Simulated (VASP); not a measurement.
# RbBr (Pm-3m) in VASP: further runs, part 2 of 2

VASP 6.6.1.

## Step 4: Single point, PBEsol

This run uses another cell than the first one, of 33.21 Å³/atom.

File INCAR:

```
SYSTEM = RbBr
ALGO = Normal ; EDIFF = 1E-6
ENCUT = 520 ; GGA = PS
ISIF = 2 ; ISMEAR = 0
LASPH = .True. ; LCHARG = .True.
LELF = .True. ; LREAL = .False.
LVHAR = .True. ; LWAVE = .False.
NBANDS = 15 ; NELM = 80
PREC = Accurate ; SIGMA = 0.01
```

File KPOINTS:

```
k-points
0
Gamma
  6 6 6
  0 0 0
```

File POSCAR:

```
RbBr
1.0
    4.0497346921      0.0000000000      0.0000000000
    0.0000000000      4.0497346921      0.0000000000
    0.0000000000      0.0000000000      4.0497346921
Rb Br
1 1
Direct
    0.0000000000      0.0000000000      0.0000000000
    0.5000000000      0.5000000000      0.5000000000
```

Potentials or basis: VASP PAW PBE potentials, release 64 (Rb_sv, Br).

The run is started by

```console
> cat potpaw_PBE.64/Rb_sv/POTCAR potpaw_PBE.64/Br/POTCAR > POTCAR
> mpirun -np 1 vasp_std > vasp.out
```

OUTCAR:

```text
SYSTEM = RbBr
   EDIFF = 1E-6
   ENCUT = 520
   GGA = PS
   ISIF = 2
   ISMEAR = 0
   LASPH = .True.
   LREAL = .False.
   NELM = 80
   PREC = Accurate

 ion  position               nearest neighbor table
   1  0.000  0.000  0.000-   2 3.51   2 3.51   2 3.51   2 3.51   2 3.51   2 3.51   2 3.51   2 3.51

   2  0.500  0.500  0.500-   1 3.51   1 3.51   1 3.51   1 3.51   1 3.51   1 3.51   1 3.51   1 3.51

  LATTYP: Found a simple cubic cell.
 ALAT       =     4.0497346921

  Lattice vectors:

 A1 = (   4.0497346921,   0.0000000000,   0.0000000000)
 A2 = (   0.0000000000,   4.0497346921,   0.0000000000)
 A3 = (   0.0000000000,   0.0000000000,   4.0497346921)

Analysis of symmetry for initial positions (statically):
=====================================================================
 Subroutine PRICEL returns:
 Original cell was already a primitive cell.

 Routine SETGRP: Setting up the symmetry group for a
 simple cubic supercell.

 Subroutine GETGRP returns: Found 48 space group operations
 (whereof 48 operations were pure point group operations)
 out of a pool of 48 trial point group operations.

The static configuration has the point symmetry O_h .

Analysis of symmetry for dynamics (positions and initial velocities):
=====================================================================
 Subroutine PRICEL returns:
 Original cell was already a primitive cell.

 Routine SETGRP: Setting up the symmetry group for a
 simple cubic supercell.

 Subroutine GETGRP returns: Found 48 space group operations
 (whereof 48 operations were pure point group operations)
 out of a pool of 48 trial point group operations.

The dynamic configuration has the point symmetry O_h .

 Subroutine INISYM returns: Found 48 space group operations
 (whereof 48 operations are pure point group operations),
 and found     1 'primitive' translations

[... 114 lines left out ...]
   GGA     = PS    functional components
   LHFCALC =     F    Hartree Fock is set to
   AEXX    =    0.0000 exact exchange contribution
   IVDW    =     0    specifies the selected vdW correction
   LEPSILON=     F    determine dielectric tensor
   LRPA    =     F    only Hartree local field effects (RPA)
 non-spin polarized calculation
 Gauss-broadening in eV      SIGMA  =   0.01
  energy-cutoff  :      520.00
  volume of cell :       66.42
 maximum number of plane-waves:      1811
   NGX = 15   NGY = 15   NGZ = 15

 number of electron      15.9999996 magnetization

 Free energy of the ion-electron system (eV)
  ---------------------------------------------------
  ext. energy  EPLUGINS =         0.00000000
  ---------------------------------------------------
  free energy    TOTEN  =        -6.29951167 eV

  energy without entropy =       -6.29951167  energy(sigma->0) =       -6.29951167

 E-fermi :  -0.3958     XC(G=0):  -8.3678

 val. band max:       -0.4919033377   @ k =   0.5000   0.5000   0.0000
 cond. band min:       3.6005466477   @ k =   0.0000   0.0000   0.0000
 fundamental gap:      4.0924499854
 Fermi energy:        -0.3958071890

 k-point     1 :       0.0000    0.0000    0.0000
  band No.  band energies     occupation
      1     -25.4444      2.00000
      2     -13.2278      2.00000
      3      -9.4276      2.00000
      4      -9.4276      2.00000
      5      -9.4276      2.00000
      6      -0.6498      2.00000
      7      -0.6498      2.00000
      8      -0.6498      2.00000
      9       3.6005      0.00000
     10       4.8903      0.00000
     11       4.8903      0.00000
     12       9.5582      0.00000
     13       9.5582      0.00000
     14       9.5582      0.00000
[... 329 lines left out ...]
      2     -12.8776      2.00000
      3      -9.6968      2.00000
      4      -9.6968      2.00000
      5      -9.6968      2.00000
      6      -2.0041      2.00000
      7      -2.0041      2.00000
      8      -2.0041      2.00000
      9       7.7936      0.00000
     10       7.7936      0.00000
     11       7.7936      0.00000
     12       9.0769      0.00000
     13       9.0769      0.00000
     14       9.0769      0.00000
     15      12.0004      0.00000

------------------------ aborting loop because EDIFF is reached ----------------------------------------

  FORCE on cell =-STRESS in cart. coord.  units (eV):
  Direction    XX          YY          ZZ          XY          YZ          ZX
  --------------------------------------------------------------------------------------
  -------------------------------------------------------------------------------------
  Total        0.1450530      0.1450530      0.1450530     -0.0000000      0.0000000     -0.0000000
  in kB        3.4991105      3.4991105      3.4991105     -0.0000000      0.0000000     -0.0000000
  external PRESSURE =       3.4991105 kB  Pullay stress =       0.0000000 kB

 VOLUME and BASIS-vectors are now :
 -----------------------------------------------------------------------------
  energy-cutoff  :      520.00
  volume of cell :       66.42
      direct lattice vectors                 reciprocal lattice vectors
     4.049734692  0.000000000  0.000000000     0.246929756  0.000000000  0.000000000
     0.000000000  4.049734692  0.000000000     0.000000000  0.246929756  0.000000000
     0.000000000  0.000000000  4.049734692     0.000000000  0.000000000  0.246929756

 POSITION                                       TOTAL-FORCE (eV/Angst)
 -----------------------------------------------------------------------------------
      0.00000      0.00000      0.00000         0.000000      0.000000      0.000000
      2.02487      2.02487      2.02487         0.000000      0.000000      0.000000
 -----------------------------------------------------------------------------------
    total drift:                                0.000000      0.000000     -0.000000

  FREE ENERGIE OF THE ION-ELECTRON SYSTEM (eV)
  ---------------------------------------------------
  free  energy   TOTEN  =        -6.2995116730 eV

  energy  without entropy=       -6.2995116730  energy(sigma->0) =       -6.29951167
```

stdout:

```text
POSCAR found type information on POSCAR RbBr
 POSCAR found :  2 types and       2 ions
 scaLAPACK will be used
 -----------------------------------------------------------------------------
|                                                                             |
|                                                                             |
|     You enforced a specific xc type in the INCAR file but a different       |
|     I HOPE YOU KNOW WHAT YOU ARE DOING!                                     |
|                                                                             |
 -----------------------------------------------------------------------------

 LDA part: xc-table for (Slater+PW92), standard interpolation
 POSCAR, INCAR and KPOINTS ok, starting setup
 FFT: planning ... GRIDC
 FFT: planning ... GRID_SOFT
 FFT: planning ... GRID
 WAVECAR not read
 entering main loop
```

Wall time 16 s (1 thread of Intel Xeon Platinum 8375C at 2.90GHz (Ice Lake), shared host); peak memory 0.17 GiB.

What came out:

* Free energy: -6.2995 eV
* Pressure: 0.3 GPa
* Band gap on the k mesh: 4.09 eV (least direct gap 4.25 eV)

Levels at points of the mesh, in eV from the valence-band top:
```csv
k point,band 6,band 7,band 8,band 9,band 10,band 11
"(0.00, 0.00, 0.00)",-0.16,-0.16,-0.16,4.09,5.38,5.38
"(0.50, 0.00, 0.00)",-1.92,-0.26,-0.26,6.79,7.20,7.84
"(0.50, 0.50, 0.00)",-1.14,-1.14,0.00,5.19,6.13,7.92
"(0.50, 0.50, 0.50)",-1.51,-1.51,-1.51,8.29,8.29,8.29
```

Caveat: the PAW data sets were made with another functional, which shifts forces and pressure a little.

## Step 5: Single point, PBEsol

File INCAR:

```
PREC = Accurate ; ENCUT = 520
EDIFF = 1E-7 ; ISMEAR = 0
SIGMA = 0.005 ; LREAL = F
LASPH = T ; NELM = 60
ALGO = Normal ; ISIF = 2
LWAVE = F ; LCHARG = T
GGA = PS ; LELF = T
LVHAR = T ; NBANDS = 15
```

File KPOINTS:

```
regular mesh
0
Gamma
  6 6 6
```

File POSCAR:

```
RbBr
1.0
    4.0700851177      0.0000000000      0.0000000000
    0.0000000000      4.0700851177      0.0000000000
    0.0000000000      0.0000000000      4.0700851177
Rb Br
1 1
Direct
    0.0000000000      0.0000000000      0.0000000000
    0.5000000000      0.5000000000      0.5000000000
```

Potentials or basis: VASP PAW PBE potentials, release 64 (Rb_sv, Br).

The run is started by

```console
> cat potpaw_PBE.64/Rb_sv/POTCAR potpaw_PBE.64/Br/POTCAR > POTCAR
> mpirun -np 1 vasp_std > vasp.out
```

OUTCAR:

```text
PREC = Accurate
   ENCUT = 520
   EDIFF = 1E-7
   ISMEAR = 0
   LREAL = F
   LASPH = T
   NELM = 60
   ISIF = 2
   GGA = PS

 ion  position               nearest neighbor table
   1  0.000  0.000  0.000-   2 3.52   2 3.52   2 3.52   2 3.52   2 3.52   2 3.52   2 3.52   2 3.52

   2  0.500  0.500  0.500-   1 3.52   1 3.52   1 3.52   1 3.52   1 3.52   1 3.52   1 3.52   1 3.52

  LATTYP: Found a simple cubic cell.
 ALAT       =     4.0700851177

  Lattice vectors:

 A1 = (   4.0700851177,   0.0000000000,   0.0000000000)
 A2 = (   0.0000000000,   4.0700851177,   0.0000000000)
 A3 = (   0.0000000000,   0.0000000000,   4.0700851177)

Analysis of symmetry for initial positions (statically):
=====================================================================
 Subroutine PRICEL returns:
 Original cell was already a primitive cell.

 Routine SETGRP: Setting up the symmetry group for a
 simple cubic supercell.

 Subroutine GETGRP returns: Found 48 space group operations
 (whereof 48 operations were pure point group operations)
 out of a pool of 48 trial point group operations.

The static configuration has the point symmetry O_h .

Analysis of symmetry for dynamics (positions and initial velocities):
=====================================================================
 Subroutine PRICEL returns:
 Original cell was already a primitive cell.

 Routine SETGRP: Setting up the symmetry group for a
 simple cubic supercell.

 Subroutine GETGRP returns: Found 48 space group operations
 (whereof 48 operations were pure point group operations)
 out of a pool of 48 trial point group operations.

The dynamic configuration has the point symmetry O_h .

 Subroutine INISYM returns: Found 48 space group operations
 (whereof 48 operations are pure point group operations),
 and found     1 'primitive' translations

[... 116 lines left out ...]
   AEXX    =    0.0000 exact exchange contribution
   IVDW    =     0    specifies the selected vdW correction
   LEPSILON=     F    determine dielectric tensor
   LRPA    =     F    only Hartree local field effects (RPA)
 non-spin polarized calculation
 Gauss-broadening in eV      SIGMA  =   0.01
  energy-cutoff  :      520.00
  volume of cell :       67.42
 maximum number of plane-waves:      1856
   NGX = 15   NGY = 15   NGZ = 15

 number of electron      15.9999998 magnetization

 Free energy of the ion-electron system (eV)
  ---------------------------------------------------
  ext. energy  EPLUGINS =         0.00000000
  ---------------------------------------------------
  free energy    TOTEN  =        -6.30094584 eV

  energy without entropy =       -6.30094584  energy(sigma->0) =       -6.30094584

 E-fermi :  -0.5054     XC(G=0):  -8.3003

 val. band max:       -0.5680287463   @ k =   0.5000   0.5000   0.0000
 cond. band min:       3.4721035261   @ k =   0.0000   0.0000   0.0000
 fundamental gap:      4.0401322723
 Fermi energy:        -0.5054333891

 k-point     1 :       0.0000    0.0000    0.0000
  band No.  band energies     occupation
      1     -25.5406      2.00000
      2     -13.2766      2.00000
      3      -9.5263      2.00000
      4      -9.5263      2.00000
      5      -9.5263      2.00000
      6      -0.7260      2.00000
      7      -0.7260      2.00000
      8      -0.7260      2.00000
      9       3.4721      0.00000
     10       4.8375      0.00000
     11       4.8375      0.00000
     12       9.4424      0.00000
     13       9.4424      0.00000
     14       9.4424      0.00000
[... 329 lines left out ...]
      2     -12.9405      2.00000
      3      -9.7845      2.00000
      4      -9.7845      2.00000
      5      -9.7845      2.00000
      6      -2.0398      2.00000
      7      -2.0398      2.00000
      8      -2.0398      2.00000
      9       7.6648      0.00000
     10       7.6648      0.00000
     11       7.6648      0.00000
     12       8.9249      0.00000
     13       8.9249      0.00000
     14       8.9249      0.00000
     15      11.8381      0.00000

------------------------ aborting loop because EDIFF is reached ----------------------------------------

  FORCE on cell =-STRESS in cart. coord.  units (eV):
  Direction    XX          YY          ZZ          XY          YZ          ZX
  --------------------------------------------------------------------------------------
  -------------------------------------------------------------------------------------
  Total        0.0371258      0.0371258      0.0371258     -0.0000000      0.0000000     -0.0000000
  in kB        0.8822177      0.8822177      0.8822177     -0.0000000      0.0000000     -0.0000000
  external PRESSURE =       0.8822177 kB  Pullay stress =       0.0000000 kB

 VOLUME and BASIS-vectors are now :
 -----------------------------------------------------------------------------
  energy-cutoff  :      520.00
  volume of cell :       67.42
      direct lattice vectors                 reciprocal lattice vectors
     4.070085118  0.000000000  0.000000000     0.245695107  0.000000000  0.000000000
     0.000000000  4.070085118  0.000000000     0.000000000  0.245695107  0.000000000
     0.000000000  0.000000000  4.070085118     0.000000000  0.000000000  0.245695107

 POSITION                                       TOTAL-FORCE (eV/Angst)
 -----------------------------------------------------------------------------------
      0.00000      0.00000      0.00000         0.000000      0.000000      0.000000
      2.03504      2.03504      2.03504         0.000000      0.000000      0.000000
 -----------------------------------------------------------------------------------
    total drift:                                0.000000      0.000000     -0.000000

  FREE ENERGIE OF THE ION-ELECTRON SYSTEM (eV)
  ---------------------------------------------------
  free  energy   TOTEN  =        -6.3009458406 eV

  energy  without entropy=       -6.3009458406  energy(sigma->0) =       -6.30094584
```

stdout:

```text
POSCAR found type information on POSCAR RbBr
 POSCAR found :  2 types and       2 ions
 scaLAPACK will be used
 -----------------------------------------------------------------------------
|                                                                             |
|                                                                             |
|     You enforced a specific xc type in the INCAR file but a different       |
|     I HOPE YOU KNOW WHAT YOU ARE DOING!                                     |
|                                                                             |
 -----------------------------------------------------------------------------

 LDA part: xc-table for (Slater+PW92), standard interpolation
 POSCAR, INCAR and KPOINTS ok, starting setup
 FFT: planning ... GRIDC
 FFT: planning ... GRID_SOFT
 FFT: planning ... GRID
 WAVECAR not read
 entering main loop
```

Wall time 17 s (1 thread of Intel Xeon Platinum 8375C at 2.90GHz (Ice Lake), shared host); peak memory 0.17 GiB.

What came out:

| Quantity | Value |
| --- | --- |
| Free energy | -6.3009 eV |
| Pressure | 0.1 GPa |
| Band gap on the k mesh | 4.04 eV (least direct gap 4.20 eV) |

Caveat: the PAW data sets were made with another functional, which shifts forces and pressure a little.

## Step 6: Single point, PBEsol

This run uses another cell than the first one, of 34.22 Å³/atom.

File INCAR:

```
SYSTEM = RbBr
PREC = Accurate ; ENCUT = 520
EDIFF = 1E-7 ; ISMEAR = 0
SIGMA = 0.01 ; LREAL = .False.
LASPH = .True. ; NELM = 100
ALGO = Normal ; ISIF = 2
LWAVE = .False. ; LCHARG = .True.
GGA = PS ; LELF = .True.
LVHAR = .True. ; NBANDS = 15
```

File KPOINTS:

```
Automatic mesh
0
Gamma
  6 6 6
  0 0 0
```

File POSCAR:

```
RbBr
1.0
    4.0904355433      0.0000000000      0.0000000000
    0.0000000000      4.0904355433      0.0000000000
    0.0000000000      0.0000000000      4.0904355433
Rb Br
1 1
Direct
    0.0000000000      0.0000000000      0.0000000000
    0.5000000000      0.5000000000      0.5000000000
```

Potentials or basis: VASP PAW PBE potentials, release 64 (Rb_sv, Br).

The run is started by

```console
> cat potpaw_PBE.64/Rb_sv/POTCAR potpaw_PBE.64/Br/POTCAR > POTCAR
> mpirun -np 1 vasp_std > vasp.out
```

It took 17 s on 1 thread of Intel Xeon Platinum 8375C at 2.90GHz (Ice Lake), shared host; peak memory 0.17 GiB.

It converged, with:

- Free energy: -6.3007 eV
- Pressure: -0.2 GPa
- Band gap on the k mesh: 3.99 eV (least direct gap 4.15 eV)

Levels at points of the mesh, in eV from the valence-band top:
```tsv
k point	band 5	band 6	band 7	band 8	band 9	band 10	band 11	band 12
(0.00, 0.00, 0.00)	-8.98	-0.16	-0.16	-0.16	3.99	5.43	5.43	9.97
(0.50, 0.00, 0.00)	-8.93	-1.83	-0.25	-0.25	6.79	7.05	7.68	8.57
(0.50, 0.50, 0.00)	-8.89	-1.10	-1.10	0.00	5.19	6.11	7.91	7.91
(0.50, 0.50, 0.50)	-9.23	-1.43	-1.43	-1.43	8.18	8.18	8.18	9.42
```

Caveat: the PAW data sets were made with another functional, which shifts forces and pressure a little. A k mesh can miss the band edges.

## Step 7: Summary

| cell | smearing | gap on the mesh (eV) | pressure (GPa) |
| --- | --- | --- | --- |
| a = 4.070 Å, 2 atoms | gaussian 0.01 eV | 4.04 | 0.1 |
| a = 4.050 Å, 2 atoms | gaussian 0.01 eV | 4.09 | 0.3 |
| a = 4.070 Å, 2 atoms | gaussian 0.005 eV | 4.04 | 0.1 |
| a = 4.090 Å, 2 atoms | gaussian 0.01 eV | 3.99 | -0.2 |

Alike in all rows: task single point; level PBEsol; potentials or basis VASP PAW PBE potentials, release 64 (Rb_sv, Br); no spin polarisation; k mesh 6 × 6 × 6; cutoff (eV) 520.

Caveats: the PAW data sets were made with another functional, which shifts forces and pressure a little.

Absolute energies hang on the potentials; compare differences alone.
